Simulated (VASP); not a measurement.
# AlCu3 (Pm-3m) in VASP: single point with PBEsol

Aim: the single point of AlCu3 with PBEsol.

Everything below comes from runs of VASP 6.6.1. Logs are shortened: lines on timing, memory, paths and dates and some standing lists are left out, and cuts for length are marked.

## (1) The cell of the first run

It takes space group Pm-3m (No. 221, cubic). Conventional cell: a = 3.523 Å, b = 3.523 Å, c = 3.523 Å, α = 90.00°, β = 90.00°, γ = 90.00°. Al (site symmetry m-3m) has 12 Cu at 2.49 Å within 3.3 Å. Within 3.3 Å of Cu (site symmetry 4/mmm) lie 4 Al at 2.49 Å and 8 Cu at 2.49 Å.

## (2) Single point, PBEsol (strain -0.030 along x and y, -0.030 along z)

File INCAR:

```
SYSTEM = AlCu3
PREC = Accurate
ENCUT = 520
EDIFF = 1E-7
ISMEAR = 0
SIGMA = 0.15
LREAL = .False.
LASPH = .True.
NELM = 60
ALGO = Fast
ISIF = 2
LWAVE = .False.
LCHARG = .False.
GGA = PS
NBANDS = 26
```

File KPOINTS:

```
regular mesh
0
Gamma
  14 14 14
  0 0 0
```

File POSCAR:

```
AlCu3
1.0
    3.5229142969      0.0000000000      0.0000000000
    0.0000000000      3.5229142969      0.0000000000
    0.0000000000      0.0000000000      3.5229142969
Al Cu
1 3
Direct
    0.0000000000      0.0000000000      0.0000000000
    0.5000000000      0.5000000000      0.0000000000
    0.5000000000      0.0000000000      0.5000000000
    0.0000000000      0.5000000000      0.5000000000
```

Potentials or basis: VASP PAW PBE potentials, release 64 (Al, Cu).

The run is started by

```console
$ cat potpaw_PBE.64/Al/POTCAR potpaw_PBE.64/Cu/POTCAR > POTCAR
$ mpirun -np 1 vasp_std > vasp.out
```

OUTCAR:

```text
SYSTEM = AlCu3
   PREC = Accurate
   ENCUT = 520
   EDIFF = 1E-7
   ISMEAR = 0
   LREAL = .False.
   LASPH = .True.
   NELM = 60
   ISIF = 2
   GGA = PS

 ion  position               nearest neighbor table
   1  0.000  0.000  0.000-   2 2.49   3 2.49   4 2.49   3 2.49   4 2.49   2 2.49   4 2.49   4 2.49
                             2 2.49   3 2.49   3 2.49   2 2.49
   2  0.500  0.500  0.000-   1 2.49   3 2.49   4 2.49   3 2.49   4 2.49   1 2.49   3 2.49   3 2.49
                             1 2.49   4 2.49   4 2.49   1 2.49
   3  0.500  0.000  0.500-   1 2.49   2 2.49   4 2.49   1 2.49   2 2.49   2 2.49   4 2.49   2 2.49
                             1 2.49   4 2.49   1 2.49   4 2.49
   4  0.000  0.500  0.500-   1 2.49   2 2.49   3 2.49   1 2.49   2 2.49   1 2.49   3 2.49   1 2.49
                             2 2.49   3 2.49   2 2.49   3 2.49

  LATTYP: Found a simple cubic cell.
 ALAT       =     3.5229142969

  Lattice vectors:

 A1 = (   3.5229142969,   0.0000000000,   0.0000000000)
 A2 = (   0.0000000000,   3.5229142969,   0.0000000000)
 A3 = (   0.0000000000,   0.0000000000,   3.5229142969)

Analysis of symmetry for initial positions (statically):
=====================================================================
 Subroutine PRICEL returns:
 Original cell was already a primitive cell.

 Routine SETGRP: Setting up the symmetry group for a
 simple cubic supercell.

 Subroutine GETGRP returns: Found 48 space group operations
 (whereof 48 operations were pure point group operations)
 out of a pool of 48 trial point group operations.

The static configuration has the point symmetry O_h .

Analysis of symmetry for dynamics (positions and initial velocities):
=====================================================================
 Subroutine PRICEL returns:
 Original cell was already a primitive cell.

 Routine SETGRP: Setting up the symmetry group for a
 simple cubic supercell.

 Subroutine GETGRP returns: Found 48 space group operations
 (whereof 48 operations were pure point group operations)
 out of a pool of 48 trial point group operations.

The dynamic configuration has the point symmetry O_h .

 Subroutine INISYM returns: Found 48 space group operations
 (whereof 48 operations are pure point group operations),
 and found     1 'primitive' translations

----------------------------------------------------------------------------------------

                                     Primitive cell

  volume of cell :      43.7226

  direct lattice vectors                    reciprocal lattice vectors
[... 88 lines left out ...]
   LASPH  =      T    aspherical Exc in radial PAW
   ENCUT  =  520.0 eV  38.22 Ry    6.18 a.u.   6.55  6.55  6.55*2*pi/ulx,y,z
   NELM   =     60;   NELMIN=  2; NELMDL= -5     # of ELM steps
   EDIFF  = 0.1E-06   stopping-criterion for ELM
   LREAL  =      F    real-space projection
   EDIFFG = 0.1E-05   stopping-criterion for IOM
   NSW    =      0    number of steps for IOM
   IBRION =     -1    ionic relax: 0-MD 1-quasi-New 2-CG
   NFREE  =      0    steps in history (QN), initial steepest desc. (CG)
   ISIF   =      2    stress and relaxation
   ISYM   =      2    0-nonsym 1-usesym 2-fastsym
   POTIM  = 0.5000    time-step for ionic-motion
   TEBEG  =    0.0;   TEEND  =   0.0 temperature during run
   PSTRESS=    0.0 pullay stress
   NELECT =      36.0000    total number of electrons
   NUPDOWN=      -1.0000    fix difference up-down
   EMIN   =  10.00;   EMAX   =-10.00  energy-range for DOS
   EFERMI =   0.00;   METHOD = LEGACY
   ISMEAR =     0;   SIGMA  =   0.15  broadening in eV -4-tet -1-fermi 0-gaus
   EFERMI_NEDOS =   21; number of points for ismear=-14 and -15
   IALGO  =     68    algorithm
   IMIX   =      4    mixing-type and parameters
     AMIX     =   0.40;   BMIX     =  1.00
     AMIX_MAG =   1.60;   BMIX_MAG =  1.00
  volume/ion in A,a.u.               =      10.93        73.76
  Fermi-wavevector in a.u.,A,eV,Ry     =   1.534406  2.899607 32.033576  2.354401
  Thomas-Fermi vector in A             =   2.641338
   LORBIT       =      0    0 simple, 1 ext, 2 COOP (PROOUT), +10 PAW based schemes
   GGA     = PS    functional components
   LHFCALC =     F    Hartree Fock is set to
   AEXX    =    0.0000 exact exchange contribution
   IVDW    =     0    specifies the selected vdW correction
   LEPSILON=     F    determine dielectric tensor
   LRPA    =     F    only Hartree local field effects (RPA)
 non-spin polarized calculation
 RMM-DIIS sequential band-by-band and
 Gauss-broadening in eV      SIGMA  =   0.15
  energy-cutoff  :      520.00
  volume of cell :       43.72
 maximum number of plane-waves:      1208
 NGX is ok and might be reduce to    28
   NGX = 13   NGY = 13   NGZ = 13

 number of electron      36.0000014 magnetization

 Free energy of the ion-electron system (eV)
  ---------------------------------------------------
  ext. energy  EPLUGINS =         0.00000000
  ---------------------------------------------------
  free energy    TOTEN  =       -17.55575655 eV

  energy without entropy =      -17.54232768  energy(sigma->0) =      -17.54904212

 E-fermi :   9.8707     XC(G=0): -12.9981

 val. band max:        9.8388521028   @ k =   0.1429   0.0714   0.0714
 cond. band min:       9.8744175944   @ k =   0.5000   0.2857   0.1429
 fundamental gap:      0.0355654915
 Fermi energy:         9.8707419418

 k-point     1 :       0.0000    0.0000    0.0000
  band No.  band energies     occupation
      1      -1.6143      2.00000
      2       3.8044      2.00000
      3       4.4459      2.00000
      4       4.4459      2.00000
      5       4.7532      2.00000
      6       4.7532      2.00000
[... 685 lines left out ...]
     25      19.8269      0.00000
     26      21.2151      0.00000

 [... further k-points ...]
[... 5 lines left out ...]
  --------------------------------------------------------------------------------------
  -------------------------------------------------------------------------------------
  Total        4.8718721      4.8718721      4.8718721     -0.0000000     -0.0000000      0.0000000
  in kB      178.5254865    178.5254865    178.5254865     -0.0000000     -0.0000000      0.0000000
  external PRESSURE =     178.5254865 kB  Pullay stress =       0.0000000 kB

 VOLUME and BASIS-vectors are now :
 -----------------------------------------------------------------------------
  energy-cutoff  :      520.00
  volume of cell :       43.72
      direct lattice vectors                 reciprocal lattice vectors
     3.522914297  0.000000000  0.000000000     0.283855898  0.000000000  0.000000000
     0.000000000  3.522914297  0.000000000     0.000000000  0.283855898  0.000000000
     0.000000000  0.000000000  3.522914297     0.000000000  0.000000000  0.283855898

 POSITION                                       TOTAL-FORCE (eV/Angst)
 -----------------------------------------------------------------------------------
      0.00000      0.00000      0.00000         0.000000      0.000000      0.000000
      1.76146      1.76146      0.00000         0.000000      0.000000      0.000000
      1.76146      0.00000      1.76146         0.000000      0.000000      0.000000
      0.00000      1.76146      1.76146         0.000000      0.000000      0.000000
 -----------------------------------------------------------------------------------
    total drift:                                0.000000      0.000000      0.000000

  FREE ENERGIE OF THE ION-ELECTRON SYSTEM (eV)
  ---------------------------------------------------
  free  energy   TOTEN  =       -17.5557565527 eV

  energy  without entropy=      -17.5423276777  energy(sigma->0) =      -17.54904212
```

It took 6.3 min on 1 thread of Intel Xeon 6975P-C, shared host; peak memory 0.24 GiB.

What came out:

```
Free energy            : -17.5558 eV
Pressure               : 17.9 GPa
Band gap on the k mesh : zero (band 18 reaches 13.88 eV, above the bottom of band 19 at 7.89 eV)
```

Caveat: the cell differs from its parent crystal (strain -0.030 along x and y, -0.030 along z); the PAW data sets were made with another functional, which shifts forces and pressure a little.
